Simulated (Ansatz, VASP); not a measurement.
**Two plane-wave programs on HgP**

File INCAR:

```
PREC = Accurate ; ENCUT = 520
EDIFF = 1E-6 ; ISMEAR = 0
SIGMA = 0.05 ; LREAL = F
LASPH = T ; NELM = 60
ALGO = Normal ; ISIF = 2
LWAVE = F ; LCHARG = T
GGA = PS ; LELF = T
LVHAR = T ; NBANDS = 25
```

Contents of KPOINTS:

```
Automatic mesh
0
Gamma
  10 10 6
```

The input POSCAR:

```
HgP
1.0
    3.6757958979      0.0000000000      0.0000000000
   -1.8378979490      3.1833326267      0.0000000000
    0.0000000000      0.0000000000      6.9240367563
Hg P
2 2
Direct
    0.0000000000      0.0000000000      0.0000000000
    0.0000000000      0.0000000000      0.5000000000
    0.3333333333      0.6666666667      0.2500000000
    0.6666666667      0.3333333333      0.7500000000
```

Input for Ansatz:

```yaml
crystal:
  lattice:
    - [3.6757958979, 0.0, 0.0]
    - [-1.837897949, 3.1833326267, 0.0]
    - [0.0, 0.0, 6.9240367563]
  atoms:
    - { symbol: Hg, position: [0.0, 0.0, 0.0] }
    - { symbol: Hg, position: [0.0, 0.0, 0.5] }
    - { symbol: P, position: [0.3333333333, 0.6666666667, 0.25] }
    - { symbol: P, position: [0.6666666667, 0.3333333333, 0.75] }
basis:
  ecutwfc: 420
  ecutrho_ratio: 4
kpoints:
  mp_grid: { grid: [10, 10, 6] }
hamiltonian:
  xc: pbesol
scf:
  occupations: { method: gaussian, width: 0.05 }
output:
  forces: true
  stress: true
  eigenvalues: true
```

Change from the starting cell: strain e3 = +0.01, atoms carried along.

Alike in both runs: task single point; functional PBEsol; k mesh 10 × 10 × 6; occupations gaussian, width 0.05 eV; no spin polarisation.

|  | VASP | Ansatz |
| --- | --- | --- |
| version | VASP 6.6.1 | Ansatz 0.2.0 |
| potentials or method | VASP PAW PBE potentials, release 64 (Hg, P), cutoff 520 eV | scalar-relativistic, plane waves, PAW |
| valence electrons in the cell | 34 | 50 |

Ansatz gave:

- gap on the k mesh at the Fermi level (eV): none
- pressure (GPa): -0.9
- traceless stress, the component that is largest in VASP (GPa): -0.34

Q: Estimate VASP's values.

A: gap on the k mesh at the Fermi level (eV): none; pressure (GPa): -0.4; traceless stress, the component that is largest in VASP (GPa): -0.28.

VASP's potentials were made for PBE, not for PBEsol. A gap of «none» marks a metal or a gap that the smearing closes. VASP's potentials hold 34 valence electrons a cell and Ansatz's 50, so a difference there can come from the potentials and not from the codes.

Spin-orbit coupling is off throughout.
